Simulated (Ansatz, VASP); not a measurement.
## ZrB2: VASP beside Ansatz

```
Zr B
1.0
     3.15441    0.00000    0.00000
    -1.57721    2.73180    0.00000
     0.00000    0.00000    3.50823
Zr B
1 2
Direct
  0.00000 0.00000 0.00000
  0.33333 0.66667 0.50000
  0.66667 0.33333 0.50000
```

Change from the starting cell: volume scaled by 0.99, crystal datasets.

Alike in both runs: task electric field gradients; functional PBE; k mesh 12 × 12 × 9; occupations fermi-dirac, width 0.05 eV; no spin polarisation.

```csv
,VASP,Ansatz
version,VASP 6.6.1,Ansatz 0.2.0
potentials or method,"VASP PAW PBE potentials, release 64 (Zr_sv, B), cutoff 520 eV","all-electron PAW with datasets made for the crystal, scalar-relativistic"
```

|  | VASP | Ansatz | Ansatz less VASP |
| --- | --- | --- | --- |
| pressure (GPa) | 5.1 | 5.0 | -0.11 |
| traceless stress, the component that is largest in VASP (GPa) | 0.90 | 0.90 | -0.001 |
| size of Vzz on the site where it differs most (V/Å²) | 41.3 | 44.6 | +3.35 |

Ansatz ran all-electron here, and VASP with PAW potentials.
